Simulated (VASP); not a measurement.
Here is a VASP 6.6.1 calculation.

The input INCAR:

```
SYSTEM = Zr2SiC2
PREC = Accurate
ENCUT = 520
EDIFF = 1E-6
ISMEAR = 0
SIGMA = 0.1
LREAL = .False.
LASPH = .True.
NELM = 60
ALGO = Normal
ISIF = 2
LWAVE = .False.
LCHARG = .False.
GGA = PE
NBANDS = 26
```

Contents of KPOINTS:

```
regular mesh
0
Gamma
  6 6 4
  0 0 0
```

File POSCAR:

```
Zr2SiC2
1.0
    4.0796758300      0.0000000000      0.0000000000
   -2.0398379200      3.5331029100      0.0000000000
    0.0000000000      0.0000000000      5.8459764100
Zr Si C
2 1 2
Direct
    0.3333333300      0.6666666700      0.4922823800
    0.6666666700      0.3333333300      0.5077176200
    0.0000000000      0.0000000000      0.5000000000
    0.0000000000      0.0000000000      0.7293252200
    0.0000000000      0.0000000000      0.2706747800
```

Potentials or basis: VASP PAW PBE potentials, release 64 (Zr_sv, Si, C).

Command:

```bash
$ cat potpaw_PBE.64/Zr_sv/POTCAR potpaw_PBE.64/Si/POTCAR potpaw_PBE.64/C/POTCAR > POTCAR
$ mpirun -np 1 vasp_std > vasp.out
```

(1) What does it give for the band gap on the k mesh?

(2) Predict the pressure.

(3) Estimate the largest force.

Results:

(1) zero (band 18 reaches 6.51 eV, above the bottom of band 19 at 5.50 eV).

(2) 91.4 GPa.

(3) 30.319 eV/Å.

Caveat: this functional lacks dispersion, which binds the layers, so the pressure and a relaxed spacing across them are unreliable; forces of over 1 eV/Å act on the atoms, so gaps and moduli don't describe the material at rest.
